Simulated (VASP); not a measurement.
# B3As4 (P6/mmm) in VASP: a series of runs

The runs below take B3As4 through single point, with PBE.

Everything below comes from runs of VASP 6.6.1. Logs are shortened: lines on timing, memory, paths and dates and some standing lists are left out, and cuts for length are marked.

## (1) The cell of the first run

It takes space group P6/mmm (No. 191, hexagonal). Conventional cell: a = 5.370 Å, b = 5.370 Å, c = 6.756 Å, α = 90.00°, β = 90.00°, γ = 120.00°. B (site symmetry 6mm) has 1 B at 1.57 Å and 1 As at 1.81 Å within 2.1 Å. B (site symmetry 6/mmm) has 2 B at 1.57 Å within 2.1 Å. As (site symmetry mmm) has 6 B at 2.69 to 3.11 Å and 4 As at 2.69 Å within 3.5 Å. As (site symmetry 6/mmm) has 2 B at 1.81 Å within 2.4 Å.

The cell was generated, and may not be a known phase.

## (2) Single point, PBE

INCAR reads:

```
SYSTEM = B3As4
PREC = Accurate
ENCUT = 500
EDIFF = 1E-6
ISMEAR = 0
SIGMA = 0.2
LREAL = .FALSE.
LASPH = .TRUE.
NELM = 120
ALGO = Normal
ISIF = 2
LWAVE = .FALSE.
LCHARG = .TRUE.
GGA = PE
LELF = .TRUE.
LVHAR = .TRUE.
NBANDS = 24
GGA_COMPAT = .FALSE.
```

KPOINTS reads:

```
Automatic mesh
0
G
  4 4 3
  0 0 0
```

POSCAR reads:

```
B3As4
1.0
    5.3702342437      0.0000000000      0.0000000000
   -2.6851171219      4.6507592794      0.0000000000
    0.0000000000      0.0000000000      6.7561134075
B As
3 4
Direct
    0.0000000000      0.0000000000      0.2678683721
    0.0000000000      0.0000000000      0.7321316279
    0.0000000000      0.0000000000      0.5000000000
    0.5000000000      0.0000000000      0.5000000000
    0.0000000000      0.5000000000      0.5000000000
    0.5000000000      0.5000000000      0.5000000000
    0.0000000000      0.0000000000      0.0000000000
```

Potentials or basis: VASP PAW PBE potentials, release 64 (B, As).

Run with:

```
$ cat potpaw_PBE.64/B/POTCAR potpaw_PBE.64/As/POTCAR > POTCAR
$ mpirun -np 1 vasp_std > vasp.out
```

OUTCAR:

```text
SYSTEM = B3As4
   PREC = Accurate
   ENCUT = 500
   EDIFF = 1E-6
   ISMEAR = 0
   LREAL = .FALSE.
   LASPH = .TRUE.
   NELM = 120
   ISIF = 2
   GGA = PE

 ion  position               nearest neighbor table
   1  0.000  0.000  0.268-   3 1.57   7 1.81
   2  0.000  0.000  0.732-   3 1.57   7 1.81
   3  0.000  0.000  0.500-   1 1.57   2 1.57
   4  0.500  0.000  0.500-   5 2.69   5 2.69   6 2.69   6 2.69
   5  0.000  0.500  0.500-   6 2.69   6 2.69   4 2.69   4 2.69
   6  0.500  0.500  0.500-   5 2.69   5 2.69   4 2.69   4 2.69
   7  0.000  0.000  0.000-   1 1.81   2 1.81

  LATTYP: Found a hexagonal cell.
 ALAT       =     5.3702342437
 C/A-ratio  =     1.2580667995

  Lattice vectors:

 A1 = (   5.3702342437,   0.0000000000,   0.0000000000)
 A2 = (  -2.6851171219,   4.6507592794,   0.0000000000)
 A3 = (   0.0000000000,   0.0000000000,   6.7561134075)

Analysis of symmetry for initial positions (statically):
=====================================================================
 Subroutine PRICEL returns:
 Original cell was already a primitive cell.

 Routine SETGRP: Setting up the symmetry group for a
 hexagonal supercell.

 Subroutine GETGRP returns: Found 24 space group operations
 (whereof 24 operations were pure point group operations)
 out of a pool of 24 trial point group operations.

The static configuration has the point symmetry D_6h.

Analysis of symmetry for dynamics (positions and initial velocities):
=====================================================================
 Subroutine PRICEL returns:
 Original cell was already a primitive cell.

 Routine SETGRP: Setting up the symmetry group for a
 hexagonal supercell.

 Subroutine GETGRP returns: Found 24 space group operations
 (whereof 24 operations were pure point group operations)
 out of a pool of 24 trial point group operations.

The dynamic configuration has the point symmetry D_6h.

 Subroutine INISYM returns: Found 24 space group operations
 (whereof 24 operations are pure point group operations),
 and found     1 'primitive' translations

----------------------------------------------------------------------------------------

                                     Primitive cell

  volume of cell :     168.7384

  direct lattice vectors                    reciprocal lattice vectors
     5.370234244  0.000000000  0.000000000     0.186211617  0.107509327  0.000000000
    -2.685117122  4.650759279  0.000000000     0.000000000  0.215018654  0.000000000
     0.000000000  0.000000000  6.756113408     0.000000000  0.000000000  0.148014093

  length of vectors
     5.370234244  5.370234244  6.756113408     0.215018654  0.215018654  0.148014093

  position of ions in fractional coordinates (direct lattice)
     0.000000000  0.000000000  0.267868372
     0.000000000  0.000000000  0.732131628
     0.000000000  0.000000000  0.500000000
     0.500000000  0.000000000  0.500000000
     0.000000000  0.500000000  0.500000000
     0.500000000  0.500000000  0.500000000
     0.000000000  0.000000000  0.000000000

  ion indices of the primitive-cell ions
   primitive index   ion index
                 1           1
                 2           2
                 3           3
                 4           4
                 5           5
                 6           6
                 7           7

----------------------------------------------------------------------------------------

 KPOINTS: Automatic mesh

Automatic generation of k-mesh.
 Grid dimensions read from file:
 generate k-points for:    4    4    3

 Generating k-lattice:

  Cartesian coordinates                     Fractional coordinates (reciprocal lattice)
     0.046552904  0.026877332  0.000000000     0.250000000  0.000000000  0.000000000
     0.000000000  0.053754663  0.000000000     0.000000000  0.250000000  0.000000000
     0.000000000  0.000000000  0.049338031     0.000000000  0.000000000  0.333333333

  Length of vectors
     0.053754663  0.053754663  0.049338031

  Shift w.r.t. Gamma in fractional coordinates (k-lattice)
     0.000000000  0.000000000  0.000000000

 Subroutine IBZKPT returns following result:
 ===========================================

 Found      8 irreducible k-points:

 Following reciprocal coordinates:
            Coordinates               Weight
  0.000000  0.000000  0.000000      1.000000
  0.250000  0.000000  0.000000      6.000000
  0.500000  0.000000  0.000000      3.000000
  0.250000  0.250000  0.000000      6.000000
  0.000000  0.000000  0.333333      2.000000
  0.250000  0.000000  0.333333     12.000000
  0.500000  0.000000  0.333333      6.000000
  0.250000  0.250000  0.333333     12.000000
   k-points           NKPTS =      8   k-points in BZ     NKDIM =      8   number of bands    NBANDS=     24
   number of dos      NEDOS =    301   number of ions     NIONS =      7
   total plane-waves  NPLWV =  80000
   dimension x,y,z NGX =    40 NGY =   40 NGZ =   50
   dimension x,y,z NGXF=    80 NGYF=   80 NGZF=  100
   ions per type =               3   4
   NGX,Y,Z   is equivalent  to a cutoff of  12.38, 12.38, 12.30 a.u.
   NGXF,Y,Z  is equivalent  to a cutoff of  24.77, 24.77, 24.61 a.u.
 SYSTEM =  B3As4
   PREC   = accura    normal or accurate (medium, high low for compatibility)
   ISTART =      0    job   : 0-new  1-cont  2-samecut
   ICHARG =      2    charge: 1-file 2-atom 10-const
   ISPIN  =      1    spin polarized calculation?
   LNONCOLLINEAR =      F non collinear calculations
   LSORBIT =      F    spin-orbit coupling
   LASPH  =      T    aspherical Exc in radial PAW
   ENCUT  =  500.0 eV  36.75 Ry    6.06 a.u.   9.79  9.79 12.32*2*pi/ulx,y,z
   NELM   =    120;   NELMIN=  2; NELMDL= -5     # of ELM steps
   EDIFF  = 0.1E-05   stopping-criterion for ELM
   LREAL  =      F    real-space projection
   EDIFFG = 0.1E-04   stopping-criterion for IOM
   NSW    =      0    number of steps for IOM
   IBRION =     -1    ionic relax: 0-MD 1-quasi-New 2-CG
   NFREE  =      0    steps in history (QN), initial steepest desc. (CG)
   ISIF   =      2    stress and relaxation
   ISYM   =      2    0-nonsym 1-usesym 2-fastsym
   POTIM  = 0.5000    time-step for ionic-motion
   TEBEG  =    0.0;   TEEND  =   0.0 temperature during run
   PSTRESS=    0.0 pullay stress
   NELECT =      29.0000    total number of electrons
   NUPDOWN=      -1.0000    fix difference up-down
   EMIN   =  10.00;   EMAX   =-10.00  energy-range for DOS
   EFERMI =   0.00;   METHOD = LEGACY
   ISMEAR =     0;   SIGMA  =   0.20  broadening in eV -4-tet -1-fermi 0-gaus
   EFERMI_NEDOS =   21; number of points for ismear=-14 and -15
   IALGO  =     38    algorithm
   IMIX   =      4    mixing-type and parameters
     AMIX     =   0.40;   BMIX     =  1.00
     AMIX_MAG =   1.60;   BMIX_MAG =  1.00
  volume/ion in A,a.u.               =      24.11       162.67
  Fermi-wavevector in a.u.,A,eV,Ry     =   0.910199  1.720026 11.271903  0.828461
  Thomas-Fermi vector in A             =   2.034333
   LORBIT       =      0    0 simple, 1 ext, 2 COOP (PROOUT), +10 PAW based schemes
   GGA     = PE    functional components
   LHFCALC =     F    Hartree Fock is set to
   AEXX    =    0.0000 exact exchange contribution
   IVDW    =     0    specifies the selected vdW correction
   LEPSILON=     F    determine dielectric tensor
   LRPA    =     F    only Hartree local field effects (RPA)
 non-spin polarized calculation
 Gauss-broadening in eV      SIGMA  =   0.20
  energy-cutoff  :      500.00
  volume of cell :      168.74
 maximum number of plane-waves:      4299
 NGX is ok and might be reduce to    40
   NGX = 19   NGY = 19   NGZ = 25

 number of electron      28.9999997 magnetization

 Free energy of the ion-electron system (eV)
  ---------------------------------------------------
  ext. energy  EPLUGINS =         0.00000000
  ---------------------------------------------------
  free energy    TOTEN  =       -31.52398231 eV

  energy without entropy =      -31.48059533  energy(sigma->0) =      -31.50228882

 E-fermi :   1.3895     XC(G=0):  -7.9680

 val. band max:        1.1620563135   @ k =   0.5000   0.0000   0.0000
 cond. band min:       1.4410556023   @ k =   0.2500   0.0000   0.3333
 fundamental gap:      0.2789992888
 Fermi energy:         1.3895394708

 k-point     1 :       0.0000    0.0000    0.0000
  band No.  band energies     occupation
      1     -12.3318      2.00000
      2     -10.3032      2.00000
      3      -7.0597      2.00000
      4      -7.0597      2.00000
      5      -6.6862      2.00000
      6      -6.1871      2.00000
[... 16 lines left out ...]
     23       7.2883      0.00000
     24       8.5382      0.00000

 k-point     2 :       0.2500    0.0000    0.0000
  band No.  band energies     occupation
      1     -11.9483      2.00000
      2     -10.3271      2.00000
      3      -8.6743      2.00000
      4      -7.4253      2.00000
      5      -6.7464      2.00000
      6      -6.6160      2.00000
[... 16 lines left out ...]
     23       6.7111      0.00000
     24       7.9257      0.00000

 k-point     3 :       0.5000    0.0000    0.0000
  band No.  band energies     occupation
      1     -10.9932      2.00000
      2     -10.7696      2.00000
      3      -9.8923      2.00000
      4      -7.6921      2.00000
      5      -7.0473      2.00000
      6      -6.5421      2.00000
[... 16 lines left out ...]
     23       6.4981      0.00000
     24       7.7173      0.00000

 k-point     4 :       0.2500    0.2500    0.0000
  band No.  band energies     occupation
      1     -11.2127      2.00000
      2     -10.4089      2.00000
      3      -9.7633      2.00000
      4      -8.6878      2.00000
      5      -6.5427      2.00000
      6      -5.8425      2.00000
[... 16 lines left out ...]
     23       6.1986      0.00000
     24       6.9367      0.00000

 k-point     5 :       0.0000    0.0000    0.3333
  band No.  band energies     occupation
      1     -12.3005      2.00000
      2     -10.4049      2.00000
      3      -7.0590      2.00000
      4      -7.0590      2.00000
      5      -6.8742      2.00000
      6      -5.3737      2.00000
[... 16 lines left out ...]
     23       7.1496      0.00000
     24       7.1499      0.00000

 k-point     6 :       0.2500    0.0000    0.3333
  band No.  band energies     occupation
      1     -11.9125      2.00000
      2     -10.3971      2.00000
      3      -8.7269      2.00000
      4      -7.4220      2.00000
      5      -7.1946      2.00000
      6      -5.4934      2.00000
[... 16 lines left out ...]
     23       6.3997      0.00000
     24       7.2001      0.00000

 k-point     7 :       0.5000    0.0000    0.3333
  band No.  band energies     occupation
      1     -10.9912      2.00000
      2     -10.5882      2.00000
      3     -10.1555      2.00000
      4      -7.6877      2.00000
      5      -7.4295      2.00000
      6      -5.4827      2.00000
[... 16 lines left out ...]
     23       6.5401      0.00000
     24       7.2304      0.00000

 k-point     8 :       0.2500    0.2500    0.3333
  band No.  band energies     occupation
      1     -11.1656      2.00000
      2     -10.4055      2.00000
      3      -9.7613      2.00000
      4      -8.9616      2.00000
      5      -6.2995      2.00000
      6      -5.2795      2.00000
[... 16 lines left out ...]
     23       5.9708      0.00000
     24       6.6383      0.00000

------------------------ aborting loop because EDIFF is reached ----------------------------------------

  FORCE on cell =-STRESS in cart. coord.  units (eV):
  Direction    XX          YY          ZZ          XY          YZ          ZX
  --------------------------------------------------------------------------------------
  -------------------------------------------------------------------------------------
  Total        0.1681592      0.1681592      1.2031164     -0.0000000      0.0000000      0.0000000
  in kB        1.5966777      1.5966777     11.4236319     -0.0000000      0.0000000      0.0000000
  external PRESSURE =       4.8723291 kB  Pullay stress =       0.0000000 kB

 VOLUME and BASIS-vectors are now :
 -----------------------------------------------------------------------------
  energy-cutoff  :      500.00
  volume of cell :      168.74
      direct lattice vectors                 reciprocal lattice vectors
     5.370234244  0.000000000  0.000000000     0.186211617  0.107509327  0.000000000
    -2.685117122  4.650759279  0.000000000     0.000000000  0.215018654  0.000000000
     0.000000000  0.000000000  6.756113408     0.000000000  0.000000000  0.148014093

 POSITION                                       TOTAL-FORCE (eV/Angst)
 -----------------------------------------------------------------------------------
      0.00000      0.00000      1.80975        -0.000000      0.000000      0.143482
      0.00000      0.00000      4.94636         0.000000     -0.000000     -0.143482
      0.00000      0.00000      3.37806         0.000000      0.000000      0.000000
      2.68512      0.00000      3.37806         0.000000      0.000000      0.000000
     -1.34256      2.32538      3.37806         0.000000      0.000000      0.000000
      1.34256      2.32538      3.37806         0.000000      0.000000      0.000000
      0.00000      0.00000      0.00000         0.000000      0.000000      0.000000
 -----------------------------------------------------------------------------------
    total drift:                                0.000000      0.000000     -0.000000

  FREE ENERGIE OF THE ION-ELECTRON SYSTEM (eV)
  ---------------------------------------------------
  free  energy   TOTEN  =       -31.5239823132 eV

  energy  without entropy=      -31.4805953280  energy(sigma->0) =      -31.50228882
```

Run time: 33 s. Hardware: 1 thread of Intel Xeon Platinum 8375C at 2.90GHz (Ice Lake), shared host; peak memory 0.26 GiB.

Results:

* Free energy: -31.5240 eV
* Pressure: 0.5 GPa
* Largest force: 0.143 eV/Å
* Band gap on the k mesh: zero (an odd number of electrons rules out a gap without spin polarisation)

Forces in eV/Å, atoms in the order of the input:
```
B    0.000  0.000  0.143
B    0.000  0.000 -0.143
B    0.000  0.000  0.000
As   0.000  0.000  0.000
As   0.000  0.000  0.000
As   0.000  0.000  0.000
As   0.000  0.000  0.000
```

Levels at points of the mesh, in eV from the Fermi level:
```
           k point  band 12  band 13  band 14  band 15  band 16  band 17  band 18  band 19
(0.00, 0.00, 0.00)    -1.06    -1.06     0.45     0.45     0.92     0.92     2.87     3.48
(0.50, 0.00, 0.00)    -0.71    -0.64    -0.62    -0.29    -0.23     1.10     1.12     2.44
```

(Part 1 of 2 ends here.)

The gap in the log of VASP goes by the Fermi energy; the results here count the filled bands.